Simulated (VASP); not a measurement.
# Pb (Fm-3m) in VASP: notebook

The runs below take Pb through single point, with PBEsol, PBE, LDA.

All numbers are computed with VASP 6.6.1; they aren't measurements. Logs are shortened: lines on timing, memory, paths and dates and some standing lists are left out, and cuts for length are marked.

### Step 1. The cell of the first run

Symmetry: Fm-3m, No. 225, cubic system. Conventional cell: a = 4.990 Å, b = 4.990 Å, c = 4.990 Å, α = 90.00°, β = 90.00°, γ = 90.00°. Within 4.6 Å of Pb (site symmetry m-3m) lie 12 Pb at 3.53 Å.

### Step 2. Single point, PBEsol

File INCAR:

```
SYSTEM = Pb
PREC     = Accurate       ! precision mode
ENCUT    = 520            ! plane-wave cutoff, eV
EDIFF    = 1E-7           ! SCF threshold, eV
ISMEAR   = -1             ! smearing method
SIGMA    = 0.05           ! smearing width, eV
LREAL    = .FALSE.        ! projectors in reciprocal space
LASPH    = .TRUE.         ! aspherical terms in the spheres
NELM     = 60             ! most SCF steps
ALGO     = Normal         ! electronic algorithm
ISIF     = 2              ! what is computed and relaxed
LWAVE    = .FALSE.        ! write WAVECAR
LCHARG   = .FALSE.        ! write CHGCAR
GGA      = PS             ! functional
NBANDS   = 13             ! bands
```

File KPOINTS:

```
Automatic mesh
0
G
  13 13 13
  0 0 0
```

File POSCAR:

```
Pb
1.0
    0.0000000000      2.4947547435      2.4947547435
    2.4947547435      0.0000000000      2.4947547435
    2.4947547435      2.4947547435      0.0000000000
Pb
1
Direct
    0.0000000000      0.0000000000      0.0000000000
```

Potentials or basis: VASP PAW PBE potentials, release 64 (Pb_d).

On the command line:

```bash
$ cat potpaw_PBE.64/Pb_d/POTCAR > POTCAR
$ mpirun -np 1 vasp_std > vasp.out
```

OUTCAR:

```text
SYSTEM = Pb
   PREC = Accurate
   ENCUT = 520
   EDIFF = 1E-7
   ISMEAR = -1
   LREAL = .FALSE.
   LASPH = .TRUE.
   NELM = 60
   ISIF = 2
   GGA = PS

 ion  position               nearest neighbor table
   1  0.000  0.000  0.000-

  LATTYP: Found a face centered cubic cell.
 ALAT       =     4.9895094870

  Lattice vectors:

 A1 = (   0.0000000000,   2.4947547435,   2.4947547435)
 A2 = (   2.4947547435,   0.0000000000,   2.4947547435)
 A3 = (   2.4947547435,   2.4947547435,   0.0000000000)

Analysis of symmetry for initial positions (statically):
=====================================================================
 Subroutine PRICEL returns:
 Original cell was already a primitive cell.

 Routine SETGRP: Setting up the symmetry group for a
 face centered cubic supercell.

 Subroutine GETGRP returns: Found 48 space group operations
 (whereof 48 operations were pure point group operations)
 out of a pool of 48 trial point group operations.

The static configuration has the point symmetry O_h .

Analysis of symmetry for dynamics (positions and initial velocities):
=====================================================================
 Subroutine PRICEL returns:
 Original cell was already a primitive cell.

 Routine SETGRP: Setting up the symmetry group for a
 face centered cubic supercell.

 Subroutine GETGRP returns: Found 48 space group operations
 (whereof 48 operations were pure point group operations)
 out of a pool of 48 trial point group operations.

The dynamic configuration has the point symmetry O_h .

 Subroutine INISYM returns: Found 48 space group operations
 (whereof 48 operations are pure point group operations),
 and found     1 'primitive' translations

----------------------------------------------------------------------------------------

                                     Primitive cell

  volume of cell :      31.0537

  direct lattice vectors                    reciprocal lattice vectors
     0.000000000  2.494754744  2.494754744    -0.200420503  0.200420503  0.200420503
     2.494754744  0.000000000  2.494754744     0.200420503 -0.200420503  0.200420503
     2.494754744  2.494754744  0.000000000     0.200420503  0.200420503 -0.200420503

  length of vectors
     3.528115993  3.528115993  3.528115993     0.347138494  0.347138494  0.347138494

  position of ions in fractional coordinates (direct lattice)
     0.000000000  0.000000000  0.000000000

  ion indices of the primitive-cell ions
   primitive index   ion index
                 1           1

----------------------------------------------------------------------------------------

 KPOINTS: Automatic mesh

Automatic generation of k-mesh.
 Grid dimensions read from file:
 generate k-points for:   13   13   13

 Generating k-lattice:

  Cartesian coordinates                     Fractional coordinates (reciprocal lattice)
    -0.015416962  0.015416962  0.015416962     0.076923077  0.000000000  0.000000000
     0.015416962 -0.015416962  0.015416962     0.000000000  0.076923077  0.000000000
     0.015416962  0.015416962 -0.015416962     0.000000000  0.000000000  0.076923077

  Length of vectors
     0.026702961  0.026702961  0.026702961

  Shift w.r.t. Gamma in fractional coordinates (k-lattice)
     0.000000000  0.000000000  0.000000000

 Subroutine IBZKPT returns following result:
 ===========================================

 Found     84 irreducible k-points:

 Following reciprocal coordinates:
            Coordinates               Weight
  0.000000  0.000000  0.000000      1.000000
  0.076923  0.000000  0.000000      8.000000
  0.153846  0.000000  0.000000      8.000000
  0.230769  0.000000  0.000000      8.000000
  0.307692  0.000000  0.000000      8.000000
  0.384615  0.000000  0.000000      8.000000
[... 16 lines left out ...]
  0.384615  0.153846  0.000000     24.000000
  0.461538  0.153846  0.000000     24.000000
 [... further k-points ...]
   k-points           NKPTS =     84   k-points in BZ     NKDIM =     84   number of bands    NBANDS=     13
   number of dos      NEDOS =    301   number of ions     NIONS =      1
   total plane-waves  NPLWV =  21952
   dimension x,y,z NGX =    28 NGY =   28 NGZ =   28
   dimension x,y,z NGXF=    56 NGYF=   56 NGZF=   56
   ions per type =               1
   NGX,Y,Z   is equivalent  to a cutoff of  13.19, 13.19, 13.19 a.u.
   NGXF,Y,Z  is equivalent  to a cutoff of  26.39, 26.39, 26.39 a.u.
 SYSTEM =  Pb
   PREC   = accura    normal or accurate (medium, high low for compatibility)
   ISTART =      0    job   : 0-new  1-cont  2-samecut
   ICHARG =      2    charge: 1-file 2-atom 10-const
   ISPIN  =      1    spin polarized calculation?
   LNONCOLLINEAR =      F non collinear calculations
   LSORBIT =      F    spin-orbit coupling
   LASPH  =      T    aspherical Exc in radial PAW
   ENCUT  =  520.0 eV  38.22 Ry    6.18 a.u.   6.56  6.56  6.56*2*pi/ulx,y,z
   NELM   =     60;   NELMIN=  2; NELMDL= -5     # of ELM steps
   EDIFF  = 0.1E-06   stopping-criterion for ELM
   LREAL  =      F    real-space projection
   EDIFFG = 0.1E-05   stopping-criterion for IOM
   NSW    =      0    number of steps for IOM
   IBRION =     -1    ionic relax: 0-MD 1-quasi-New 2-CG
   NFREE  =      0    steps in history (QN), initial steepest desc. (CG)
   ISIF   =      2    stress and relaxation
   ISYM   =      2    0-nonsym 1-usesym 2-fastsym
   POTIM  = 0.5000    time-step for ionic-motion
   TEBEG  =    0.0;   TEEND  =   0.0 temperature during run
   PSTRESS=    0.0 pullay stress
   NELECT =      14.0000    total number of electrons
   NUPDOWN=      -1.0000    fix difference up-down
   EMIN   =  10.00;   EMAX   =-10.00  energy-range for DOS
   EFERMI =   0.00;   METHOD = LEGACY
   ISMEAR =    -1;   SIGMA  =   0.05  broadening in eV -4-tet -1-fermi 0-gaus
   EFERMI_NEDOS =   21; number of points for ismear=-14 and -15
   IALGO  =     38    algorithm
   IMIX   =      4    mixing-type and parameters
     AMIX     =   0.40;   BMIX     =  1.00
     AMIX_MAG =   1.60;   BMIX_MAG =  1.00
  volume/ion in A,a.u.               =      31.05       209.56
  Fermi-wavevector in a.u.,A,eV,Ry     =   1.255297  2.372166 21.439643  1.575769
  Thomas-Fermi vector in A             =   2.389060
   LORBIT       =      0    0 simple, 1 ext, 2 COOP (PROOUT), +10 PAW based schemes
   GGA     = PS    functional components
   LHFCALC =     F    Hartree Fock is set to
   AEXX    =    0.0000 exact exchange contribution
   IVDW    =     0    specifies the selected vdW correction
   LEPSILON=     F    determine dielectric tensor
   LRPA    =     F    only Hartree local field effects (RPA)
 non-spin polarized calculation
  energy-cutoff  :      520.00
  volume of cell :       31.05
 maximum number of plane-waves:       869
   NGX = 13   NGY = 13   NGZ = 13

 number of electron      14.0000000 magnetization

 Free energy of the ion-electron system (eV)
  ---------------------------------------------------
  ext. energy  EPLUGINS =         0.00000000
  ---------------------------------------------------
  free energy    TOTEN  =        -3.99462941 eV

  energy without entropy =       -3.98935916  energy(sigma->0) =       -3.99199429

 E-fermi :   6.8927     XC(G=0): -10.2270

 val. band max:        6.8462070571   @ k =  -0.2308   0.3077   0.0769
 cond. band min:       6.9113877572   @ k =   0.3846   0.2308   0.0769
 fundamental gap:      0.0651807000
 Fermi energy:         6.8927303167

 k-point     1 :       0.0000    0.0000    0.0000
  band No.  band energies     occupation
      1     -10.1329      2.00000
      2     -10.1329      2.00000
      3     -10.1329      2.00000
      4     -10.0014      2.00000
      5     -10.0014      2.00000
      6      -4.7705      2.00000
      7      14.0626      0.00000
      8      14.0626      0.00000
      9      14.0626      0.00000
     10      16.5852      0.00000
     11      17.8500      0.00000
     12      19.1418      0.00000
     13      19.1418      0.00000

 k-point     2 :       0.0769    0.0000    0.0000
  band No.  band energies     occupation
      1     -10.1330      2.00000
      2     -10.1248      2.00000
      3     -10.1248      2.00000
      4     -10.0019      2.00000
      5     -10.0019      2.00000
      6      -4.6593      2.00000
      7      12.7419      0.00000
      8      13.9238      0.00000
      9      13.9238      0.00000
     10      16.3076      0.00000
     11      18.4691      0.00000
     12      19.3899      0.00000
     13      19.3899      0.00000

 k-point     3 :       0.1538    0.0000    0.0000
  band No.  band energies     occupation
      1     -10.1341      2.00000
      2     -10.1076      2.00000
      3     -10.1076      2.00000
      4      -9.9980      2.00000
      5      -9.9980      2.00000
      6      -4.3259      2.00000
      7      10.4297      0.00000
      8      13.5788      0.00000
      9      13.5788      0.00000
     10      15.9718      0.00000
     11      19.3885      0.00000
     12      19.7005      0.00000
     13      19.8520      0.00000

 k-point     4 :       0.2308    0.0000    0.0000
  band No.  band energies     occupation
      1     -10.1381      2.00000
      2     -10.0989      2.00000
      3     -10.0989      2.00000
      4      -9.9764      2.00000
      5      -9.9764      2.00000
      6      -3.7741      2.00000
      7       8.1003      0.00000
      8      13.1580      0.00000
      9      13.1580      0.00000
     10      15.7449      0.00000
     11      18.4638      0.00000
     12      19.2096      0.00000
     13      19.2096      0.00000

 k-point     5 :       0.3077    0.0000    0.0000
  band No.  band energies     occupation
      1     -10.1448      2.00000
      2     -10.1047      2.00000
      3     -10.1047      2.00000
      4      -9.9378      2.00000
      5      -9.9378      2.00000
      6      -3.0242      2.00000
      7       5.9611      2.00000
      8      12.7631      0.00000
      9      12.7631      0.00000
     10      15.6539      0.00000
     11      17.5411      0.00000
     12      18.5715      0.00000
     13      18.5715      0.00000
[... 257 lines left out ...]
 k-point    22 :       0.3077    0.1538    0.0000
  band No.  band energies     occupation
      1     -10.1747      2.00000
      2     -10.0822      2.00000
      3     -10.0456      2.00000
      4     -10.0036      2.00000
      5      -9.9248      2.00000
      6      -3.1580      2.00000
      7       7.5326      0.00001
      8      11.2506      0.00000
      9      11.3209      0.00000
     10      14.9327      0.00000
     11      16.8176      0.00000
     12      20.4870      0.00000
     13      21.1658      0.00000

 k-point    23 :       0.3846    0.1538    0.0000
  band No.  band energies     occupation
      1     -10.1692      2.00000
      2     -10.0938      2.00000
      3     -10.0538      2.00000
      4      -9.9736      2.00000
      5      -9.8906      2.00000
      6      -2.3698      2.00000
      7       5.6014      2.00000
      8      10.6266      0.00000
      9      11.0564      0.00000
     10      14.5699      0.00000
     11      18.2113      0.00000
     12      19.9210      0.00000
     13      20.4069      0.00000

 k-point    24 :       0.4615    0.1538    0.0000
  band No.  band energies     occupation
      1     -10.1631      2.00000
      2     -10.0989      2.00000
      3     -10.0645      2.00000
      4      -9.9461      2.00000
      5      -9.8719      2.00000
      6      -1.5258      2.00000
      7       4.0278      2.00000
      8       9.9890      0.00000
      9      11.0884      0.00000
     10      14.4524      0.00000
     11      18.8125      0.00000
     12      19.7923      0.00000
     13      20.4187      0.00000

 [... further k-points ...]

------------------------ aborting loop because EDIFF is reached ----------------------------------------

  FORCE on cell =-STRESS in cart. coord.  units (eV):
  Direction    XX          YY          ZZ          XY          YZ          ZX
  --------------------------------------------------------------------------------------
  -------------------------------------------------------------------------------------
  Total       -0.2978636     -0.2978636     -0.2978636     -0.0000000      0.0000000     -0.0000000
  in kB      -15.3678992    -15.3678992    -15.3678992     -0.0000000      0.0000000     -0.0000000
  external PRESSURE =     -15.3678992 kB  Pullay stress =       0.0000000 kB

 VOLUME and BASIS-vectors are now :
 -----------------------------------------------------------------------------
  energy-cutoff  :      520.00
  volume of cell :       31.05
      direct lattice vectors                 reciprocal lattice vectors
     0.000000000  2.494754744  2.494754744    -0.200420503  0.200420503  0.200420503
     2.494754744  0.000000000  2.494754744     0.200420503 -0.200420503  0.200420503
     2.494754744  2.494754744  0.000000000     0.200420503  0.200420503 -0.200420503

 POSITION                                       TOTAL-FORCE (eV/Angst)
 -----------------------------------------------------------------------------------
      0.00000      0.00000      0.00000         0.000000     -0.000000      0.000000
 -----------------------------------------------------------------------------------
    total drift:                               -0.000000     -0.000000     -0.000000

  FREE ENERGIE OF THE ION-ELECTRON SYSTEM (eV)
  ---------------------------------------------------
  free  energy   TOTEN  =        -3.9946294133 eV

  energy  without entropy=       -3.9893591590  energy(sigma->0) =       -3.99199429
```

It took 26 s on 1 thread of Intel Xeon Platinum 8375C at 2.90GHz (Ice Lake), shared host; peak memory 0.17 GiB.

What came out:

| Quantity | Value |
| --- | --- |
| Free energy | -3.9946 eV |
| Pressure | -1.5 GPa |
| Band gap on the k mesh | zero (band 7 reaches 14.06 eV, above the bottom of band 8 at 5.20 eV) |

Caveat: the PAW data sets were made with another functional, which shifts forces and pressure a little; spin-orbit coupling is left out, which moves the levels of the heavy elements.

(Part 1 of 2 ends here.)
